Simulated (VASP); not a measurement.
# Sc (Pm-3m) in VASP: further runs

Sc is run at these levels: r2SCAN; tasks: single point, relaxation of cell and atoms.

Program: VASP 6.6.1. These are calculated values, not measurements. Logs are shortened: lines on timing, memory, paths and dates and some standing lists are left out, and cuts for length are marked.

### 1 The cell of the first run

It takes space group Pm-3m (No. 221, cubic). Conventional cell: a = 2.970 Å, b = 2.970 Å, c = 2.970 Å, α = 90.00°, β = 90.00°, γ = 90.00°. Sc (site symmetry m-3m) has 6 Sc at 2.97 Å within 3.9 Å.

This isn't the form of Sc at room conditions, which is hcp.

### 2 Single point, r2SCAN

File POSCAR:

```
Sc
1.0
    2.9696679687      0.0000000000      0.0000000000
    0.0000000000      2.9696679687      0.0000000000
    0.0000000000      0.0000000000      2.9696679687
Sc
1
Direct
    0.0000000000      0.0000000000      0.0000000000
```

File INCAR.step1:

```
SYSTEM = Sc
PREC = Accurate
ENCUT = 520
ISMEAR = 0
SIGMA = 0.1
LREAL = .False.
LASPH = .True.
NELM = 80
NBANDS = 12
GGA = PE
ALGO = Normal
EDIFF = 1E-4
LWAVE = .True.
LCHARG = .False.
```

File INCAR.step2:

```
SYSTEM = Sc
PREC = Accurate
ENCUT = 520
EDIFF = 1E-6
ISMEAR = 0
SIGMA = 0.1
LREAL = .False.
LASPH = .True.
NELM = 80
ALGO = Normal
ISIF = 2
LWAVE = .False.
LCHARG = .False.
METAGGA = R2SCAN
LMIXTAU = .True.
NBANDS = 12
ISTART = 1
```

File KPOINTS:

```
Automatic mesh
0
Gamma
  6 6 6
  0 0 0
```

Potentials or basis: VASP PAW PBE potentials, release 64 (Sc_sv).

Launch:

```bash
$ cat potpaw_PBE.64/Sc_sv/POTCAR > POTCAR
$ cp INCAR.step1 INCAR
$ mpirun -np 1 vasp_std > vasp.out
$ cp INCAR.step2 INCAR
$ mpirun -np 1 vasp_std > vasp.out
```

OUTCAR:

```text
SYSTEM = Sc
   PREC = Accurate
   ENCUT = 520
   EDIFF = 1E-6
   ISMEAR = 0
   LREAL = .False.
   LASPH = .True.
   NELM = 80
   ISIF = 2
   METAGGA = R2SCAN
   ISTART = 1

 ion  position               nearest neighbor table
   1  0.000  0.000  0.000-

  LATTYP: Found a simple cubic cell.
 ALAT       =     2.9696679687

  Lattice vectors:

 A1 = (   2.9696679687,   0.0000000000,   0.0000000000)
 A2 = (   0.0000000000,   2.9696679687,   0.0000000000)
 A3 = (   0.0000000000,   0.0000000000,   2.9696679687)

Analysis of symmetry for initial positions (statically):
=====================================================================
 Subroutine PRICEL returns:
 Original cell was already a primitive cell.

 Routine SETGRP: Setting up the symmetry group for a
 simple cubic supercell.

 Subroutine GETGRP returns: Found 48 space group operations
 (whereof 48 operations were pure point group operations)
 out of a pool of 48 trial point group operations.

The static configuration has the point symmetry O_h .

Analysis of symmetry for dynamics (positions and initial velocities):
=====================================================================
 Subroutine PRICEL returns:
 Original cell was already a primitive cell.

 Routine SETGRP: Setting up the symmetry group for a
 simple cubic supercell.

 Subroutine GETGRP returns: Found 48 space group operations
 (whereof 48 operations were pure point group operations)
 out of a pool of 48 trial point group operations.

The dynamic configuration has the point symmetry O_h .

 Subroutine INISYM returns: Found 48 space group operations
 (whereof 48 operations are pure point group operations),
 and found     1 'primitive' translations

----------------------------------------------------------------------------------------

                                     Primitive cell

  volume of cell :      26.1893

  direct lattice vectors                    reciprocal lattice vectors
     2.969667969  0.000000000  0.000000000     0.336737982  0.000000000  0.000000000
     0.000000000  2.969667969  0.000000000     0.000000000  0.336737982  0.000000000
     0.000000000  0.000000000  2.969667969     0.000000000  0.000000000  0.336737982

  length of vectors
     2.969667969  2.969667969  2.969667969     0.336737982  0.336737982  0.336737982

  position of ions in fractional coordinates (direct lattice)
     0.000000000  0.000000000  0.000000000

  ion indices of the primitive-cell ions
   primitive index   ion index
                 1           1

----------------------------------------------------------------------------------------

 KPOINTS: Automatic mesh

Automatic generation of k-mesh.
 Grid dimensions read from file:
 generate k-points for:    6    6    6

 Generating k-lattice:

  Cartesian coordinates                     Fractional coordinates (reciprocal lattice)
     0.056122997  0.000000000  0.000000000     0.166666667  0.000000000  0.000000000
     0.000000000  0.056122997  0.000000000     0.000000000  0.166666667  0.000000000
     0.000000000  0.000000000  0.056122997     0.000000000  0.000000000  0.166666667

  Length of vectors
     0.056122997  0.056122997  0.056122997

  Shift w.r.t. Gamma in fractional coordinates (k-lattice)
     0.000000000  0.000000000  0.000000000

 Subroutine IBZKPT returns following result:
 ===========================================

 Found     20 irreducible k-points:

 Following reciprocal coordinates:
            Coordinates               Weight
  0.000000  0.000000  0.000000      1.000000
  0.166667  0.000000  0.000000      6.000000
  0.333333  0.000000  0.000000      6.000000
  0.500000  0.000000  0.000000      3.000000
  0.166667  0.166667  0.000000     12.000000
  0.333333  0.166667  0.000000     24.000000
[... 12 lines left out ...]
  0.500000  0.500000  0.333333      6.000000
  0.500000  0.500000  0.500000      1.000000
   k-points           NKPTS =     20   k-points in BZ     NKDIM =     20   number of bands    NBANDS=     12
   number of dos      NEDOS =    301   number of ions     NIONS =      1
   total plane-waves  NPLWV =  13824
   dimension x,y,z NGX =    24 NGY =   24 NGZ =   24
   dimension x,y,z NGXF=    48 NGYF=   48 NGZF=   48
   ions per type =               1
   NGX,Y,Z   is equivalent  to a cutoff of  13.44, 13.44, 13.44 a.u.
   NGXF,Y,Z  is equivalent  to a cutoff of  26.87, 26.87, 26.87 a.u.
 SYSTEM =  Sc
   PREC   = accura    normal or accurate (medium, high low for compatibility)
   ISTART =      1    job   : 0-new  1-cont  2-samecut
   ICHARG =      0    charge: 1-file 2-atom 10-const
   ISPIN  =      1    spin polarized calculation?
   LNONCOLLINEAR =      F non collinear calculations
   LSORBIT =      F    spin-orbit coupling
   LASPH  =      T    aspherical Exc in radial PAW
   ENCUT  =  520.0 eV  38.22 Ry    6.18 a.u.   5.52  5.52  5.52*2*pi/ulx,y,z
   NELM   =     80;   NELMIN=  2; NELMDL=  0     # of ELM steps
[... 63 lines left out ...]
      6       3.1374      2.00000
      7       3.1374      2.00000
      8       7.5532      0.00000
      9       7.5532      0.00000
     10       7.5532      0.00000
     11      16.3395      0.00000
     12      16.3395      0.00000

 k-point     2 :       0.1667    0.0000    0.0000
  band No.  band energies     occupation
      1     -48.2906      2.00000
      2     -25.8459      2.00000
      3     -25.7001      2.00000
      4     -25.7001      2.00000
      5      -1.2740      2.00000
      6       3.2874      2.00000
      7       3.4332      1.98976
      8       7.0868      0.00000
      9       7.0868      0.00000
     10       7.5884      0.00000
     11      13.3835      0.00000
     12      17.2774      0.00000

 k-point     3 :       0.3333    0.0000    0.0000
  band No.  band energies     occupation
      1     -48.2589      2.00000
      2     -26.1072      2.00000
      3     -25.6768      2.00000
      4     -25.6768      2.00000
      5       0.2498      2.00000
      6       3.6100      1.05378
      7       3.6365      0.75892
      8       6.3064      0.00000
      9       6.3064      0.00000
     10       7.6596      0.00000
     11      10.5216      0.00000
     12      18.2604      0.00000

 k-point     4 :       0.5000    0.0000    0.0000
  band No.  band energies     occupation
      1     -48.2430      2.00000
      2     -26.2344      2.00000
      3     -25.6651      2.00000
      4     -25.6651      2.00000
      5       1.8459      2.00000
      6       2.7376      2.00000
      7       3.7846      0.01629
      8       5.9679      0.00000
      9       5.9679      0.00000
     10       7.6956      0.00000
     11       9.7583      0.00000
     12      17.5833      0.00000

 k-point     5 :       0.1667    0.1667    0.0000
  band No.  band energies     occupation
      1     -48.2750      2.00000
      2     -25.8390      2.00000
      3     -25.8256      2.00000
      4     -25.6886      2.00000
      5      -0.7245      2.00000
      6       3.4816      1.94039
      7       3.7271      0.11202
      8       6.5387      0.00000
      9       7.0590      0.00000
     10       7.2298      0.00000
     11      13.8174      0.00000
     12      14.3248      0.00000
[... 168 lines left out ...]
      1     -48.1684      2.00000
      2     -26.0176      2.00000
      3     -26.0009      2.00000
      4     -26.0009      2.00000
      5       2.3870      2.00000
      6       4.0659      0.00000
      7       4.0659      0.00000
      8       6.4726      0.00000
      9       6.4726      0.00000
     10       7.7708      0.00000
     11      13.3627      0.00000
     12      13.5322      0.00000

 k-point    18 :       0.5000    0.3333    0.3333
  band No.  band energies     occupation
      1     -48.1534      2.00000
      2     -26.1236      2.00000
      3     -25.9954      2.00000
      4     -25.9849      2.00000
      5       2.6287      2.00000
      6       3.6916      0.27703
      7       3.8746      0.00024
      8       6.5185      0.00000
      9       7.1307      0.00000
     10      10.0744      0.00000
     11      10.4800      0.00000
     12      13.1707      0.00000

 k-point    19 :       0.5000    0.5000    0.3333
  band No.  band energies     occupation
      1     -48.1386      2.00000
      2     -26.1057      2.00000
      3     -26.1057      2.00000
      4     -25.9743      2.00000
      5       2.6660      2.00000
      6       3.5592      1.56848
      7       3.5592      1.56848
      8       6.8480      0.00000
      9       8.4492      0.00000
     10      11.1587      0.00000
     11      11.1587      0.00000
     12      11.8573      0.00000

 k-point    20 :       0.5000    0.5000    0.5000
  band No.  band energies     occupation
      1     -48.1239      2.00000
      2     -26.0884      2.00000
      3     -26.0884      2.00000
      4     -26.0884      2.00000
      5       3.0943      2.00000
      6       3.0943      2.00000
      7       3.0943      2.00000
      8       8.4705      0.00000
      9       8.4705      0.00000
     10      11.0882      0.00000
     11      12.4029      0.00000
     12      12.4029      0.00000

------------------------ aborting loop because EDIFF is reached ----------------------------------------

  FORCE on cell =-STRESS in cart. coord.  units (eV):
  Direction    XX          YY          ZZ          XY          YZ          ZX
  --------------------------------------------------------------------------------------
  -------------------------------------------------------------------------------------
  Total       -0.0584537     -0.0584537     -0.0584537      0.0000000     -0.0000000      0.0000000
  in kB       -3.5760102     -3.5760102     -3.5760102      0.0000000     -0.0000000      0.0000000
  external PRESSURE =      -3.5760102 kB  Pullay stress =       0.0000000 kB

 VOLUME and BASIS-vectors are now :
 -----------------------------------------------------------------------------
  energy-cutoff  :      520.00
  volume of cell :       26.19
      direct lattice vectors                 reciprocal lattice vectors
     2.969667969  0.000000000  0.000000000     0.336737982  0.000000000  0.000000000
     0.000000000  2.969667969  0.000000000     0.000000000  0.336737982  0.000000000
     0.000000000  0.000000000  2.969667969     0.000000000  0.000000000  0.336737982

 POSITION                                       TOTAL-FORCE (eV/Angst)
 -----------------------------------------------------------------------------------
      0.00000      0.00000      0.00000         0.000000      0.000000      0.000000
 -----------------------------------------------------------------------------------
    total drift:                                0.000000      0.000000      0.000000

  FREE ENERGIE OF THE ION-ELECTRON SYSTEM (eV)
  ---------------------------------------------------
  free  energy   TOTEN  =       -10.5424737644 eV

  energy  without entropy=      -10.5260119765  energy(sigma->0) =      -10.53424287
```

It took 33 s on 1 thread of Intel Xeon Platinum 8375C at 2.90GHz (Ice Lake), shared host; peak memory 0.14 GiB.

What came out:

| Property | Result |
| --- | --- |
| Free energy | -10.5425 eV |
| Pressure | -0.4 GPa |
| Band gap on the k mesh | zero (an odd number of electrons rules out a gap without spin polarisation) |

Levels at points of the mesh, in eV from the Fermi level:
```tsv
k point	band 3	band 4	band 5	band 6	band 7	band 8	band 9	band 10
(0.00, 0.00, 0.00)	-29.33	-29.33	-5.47	-0.48	-0.48	3.94	3.94	3.94
(0.50, 0.00, 0.00)	-29.28	-29.28	-1.77	-0.88	0.17	2.35	2.35	4.08
(0.50, 0.50, 0.00)	-29.77	-29.24	-1.93	0.30	2.72	2.72	3.64	3.64
(0.50, 0.50, 0.50)	-29.70	-29.70	-0.52	-0.52	-0.52	4.86	4.86	7.47
```

Caveat: the PAW data sets were made with another functional, which shifts forces and pressure a little.

### 3 Single point, r2SCAN

This run uses another cell than the first one, of 25.73 Å³/atom.

File POSCAR:

```
Sc
1.0
    2.9523308162      0.0000000000      0.0000000000
    0.0000000000      2.9523308162      0.0000000000
    0.0000000000      0.0000000000      2.9523308162
Sc
1
Direct
    0.0000000000      0.0000000000      0.0000000000
```

File INCAR.step1:

```
PREC     = Accurate       # precision mode
ENCUT    = 520            # plane-wave cutoff, eV
ISMEAR   = 0              # smearing method
SIGMA    = 0.1            # smearing width, eV
LREAL    = F              # projectors in reciprocal space
LASPH    = T              # aspherical terms in the spheres
NELM     = 60             # most SCF steps
NBANDS   = 12             # bands
GGA      = PE             # functional
ALGO     = Normal         # electronic algorithm
EDIFF    = 1E-4           # SCF threshold, eV
LWAVE    = T              # write WAVECAR
LCHARG   = F              # write CHGCAR
```

File INCAR.step2:

```
PREC     = Accurate       # precision mode
ENCUT    = 520            # plane-wave cutoff, eV
EDIFF    = 1E-6           # SCF threshold, eV
ISMEAR   = 0              # smearing method
SIGMA    = 0.1            # smearing width, eV
LREAL    = F              # projectors in reciprocal space
LASPH    = T              # aspherical terms in the spheres
NELM     = 60             # most SCF steps
ALGO     = Normal         # electronic algorithm
ISIF     = 2              # what is computed and relaxed
LWAVE    = F              # write WAVECAR
LCHARG   = F              # write CHGCAR
METAGGA  = R2SCAN         # meta-GGA
LMIXTAU  = T            
NBANDS   = 12             # bands
ISTART   = 1
```

File KPOINTS:

```
regular mesh
0
Gamma
  14 14 14
```

Potentials or basis: VASP PAW PBE potentials, release 64 (Sc_sv).

Launch:

```bash
$ cat potpaw_PBE.64/Sc_sv/POTCAR > POTCAR
$ cp INCAR.step1 INCAR
$ mpirun -np 1 vasp_std > vasp.out
$ cp INCAR.step2 INCAR
$ mpirun -np 1 vasp_std > vasp.out
```

Wall time 100 s (1 thread of Intel Xeon Platinum 8375C at 2.90GHz (Ice Lake), shared host); peak memory 0.17 GiB.

Results (log left out):

- Free energy: -10.5325 eV
- Pressure: 0.1 GPa
- Band gap on the k mesh: zero (an odd number of electrons rules out a gap without spin polarisation)

Levels at points of the mesh, in eV from the Fermi level:
| k point | band 2 | band 3 | band 4 | band 5 | band 6 | band 7 | band 8 | band 9 |
| --- | --- | --- | --- | --- | --- | --- | --- | --- |
| (0.00, 0.00, 0.00) | -29.31 | -29.31 | -29.31 | -5.50 | -0.50 | -0.50 | 3.98 | 3.98 |
| (0.50, 0.00, 0.00) | -29.86 | -29.26 | -29.26 | -1.76 | -0.86 | 0.16 | 2.36 | 2.36 |
| (0.50, 0.50, 0.00) | -29.77 | -29.77 | -29.21 | -2.00 | 0.31 | 2.74 | 2.74 | 3.72 |
| (0.50, 0.50, 0.50) | -29.70 | -29.70 | -29.70 | -0.57 | -0.57 | -0.57 | 4.93 | 4.93 |

Caveat: the PAW data sets were made with another functional, which shifts forces and pressure a little.

### 4 Relaxation of cell and atoms, r2SCAN

File POSCAR:

```
Sc
1.0
    2.9696679687      0.0000000000      0.0000000000
    0.0000000000      2.9696679687      0.0000000000
    0.0000000000      0.0000000000      2.9696679687
Sc
1
Direct
    0.0000000000      0.0000000000      0.0000000000
```

File INCAR.step1:

```
PREC     = Accurate       # precision mode
ENCUT    = 600            # plane-wave cutoff, eV
ISMEAR   = 0              # smearing method
SIGMA    = 0.1            # smearing width, eV
LREAL    = False          # projectors in reciprocal space
LASPH    = True           # aspherical terms in the spheres
NELM     = 60             # most SCF steps
GGA      = PE             # functional
ALGO     = Normal         # electronic algorithm
EDIFF    = 1E-4           # SCF threshold, eV
LWAVE    = True           # write WAVECAR
LCHARG   = False          # write CHGCAR
```

File INCAR.step2:

```
PREC     = Accurate       # precision mode
ENCUT    = 600            # plane-wave cutoff, eV
EDIFF    = 1E-7           # SCF threshold, eV
ISMEAR   = 0              # smearing method
SIGMA    = 0.1            # smearing width, eV
LREAL    = False          # projectors in reciprocal space
LASPH    = True           # aspherical terms in the spheres
NELM     = 60             # most SCF steps
ALGO     = Normal         # electronic algorithm
ISIF     = 3              # what is computed and relaxed
LWAVE    = False          # write WAVECAR
LCHARG   = False          # write CHGCAR
METAGGA  = R2SCAN         # meta-GGA
LMIXTAU  = True         
IBRION   = 2              # ionic algorithm
NSW      = 100            # ionic steps
EDIFFG   = -0.01          # ionic threshold
ISTART   = 1
```

KPOINTS is that of step 3.

Launch:

```bash
$ cat potpaw_PBE.64/Sc_sv/POTCAR > POTCAR
$ cp INCAR.step1 INCAR
$ mpirun -np 1 vasp_std > vasp.out
$ cp INCAR.step2 INCAR
$ mpirun -np 1 vasp_std > vasp.out
```

Wall time 4.6 min (1 thread of Intel Xeon Platinum 8375C at 2.90GHz (Ice Lake), shared host); peak memory 0.17 GiB.

Results (log left out):

```yaml
Free_energy: -10.5330 eV
Relaxed_volume: 25.84 Å³/atom
Relaxed_cell: a = 2.957 Å, b = 2.957 Å, c = 2.957 Å, α = 90.00°, β = 90.00°, γ = 90.00°
Space_group_after_relaxing_to_0.1_Å: Pm-3m (No. 221)
Energy_gained_by_relaxing: 0.5 meV/atom
Ionic_steps: 3
Pressure_after_relaxing: 0.0 GPa
Band_gap_on_the_k_mesh: zero (an odd number of electrons rules out a gap without spin polarisation)
```

Step by step:
| step | energy change (eV) | largest force (eV/Å) | pressure (GPa) | volume (Å³) |
| --- | --- | --- | --- | --- |
| 1 | 0.0000 | 0.0000 | -0.45 | 26.19 |
| 2 | -0.0005 | 0.0000 | -0.08 | 25.91 |
| 3 | -0.0005 | 0.0000 | 0.02 | 25.84 |

Final structure:
```
CELL_PARAMETERS angstrom
2.95658 0.00000 0.00000
0.00000 2.95658 0.00000
0.00000 0.00000 2.95658
ATOMIC_POSITIONS crystal
Sc 0.00000 0.00000 0.00000
```

Levels at points of the mesh, in eV from the Fermi level:
| k point | band 1 | band 2 | band 3 | band 4 | band 5 | band 6 | band 7 | band 8 | band 9 |
| --- | --- | --- | --- | --- | --- | --- | --- | --- | --- |
| (0.00, 0.00, 0.00) | -51.92 | -29.32 | -29.32 | -29.32 | -5.49 | -0.49 | -0.49 | 3.97 | 3.97 |
| (0.50, 0.00, 0.00) | -51.85 | -29.86 | -29.27 | -29.27 | -1.76 | -0.87 | 0.16 | 2.35 | 2.35 |
| (0.50, 0.50, 0.00) | -51.79 | -29.78 | -29.78 | -29.22 | -1.98 | 0.31 | 2.73 | 2.73 | 3.70 |
| (0.50, 0.50, 0.50) | -51.73 | -29.71 | -29.71 | -29.71 | -0.56 | -0.56 | -0.56 | 4.91 | 4.91 |

Caveat: the PAW data sets were made with another functional, which shifts forces and pressure a little.

### 5 Overview

```csv
task,cell,k mesh,cutoff (eV),gap on the mesh (eV),pressure (GPa)
single point,"a = 2.970 Å, 1 atom",6 × 6 × 6,520,none,-0.4
single point,"a = 2.952 Å, 1 atom",14 × 14 × 14,520,none,0.1
relaxation of cell and atoms,"relaxed from a = 2.970 Å, 1 atom",14 × 14 × 14,600,none,0.0
```

Alike in all rows: level r2SCAN; potentials or basis VASP PAW PBE potentials, release 64 (Sc_sv); no spin polarisation; smearing gaussian 0.1 eV.

Caveats: the PAW data sets were made with another functional, which shifts forces and pressure a little.

Total energies depend on the potentials used, so only differences within one code and one set of settings carry meaning.
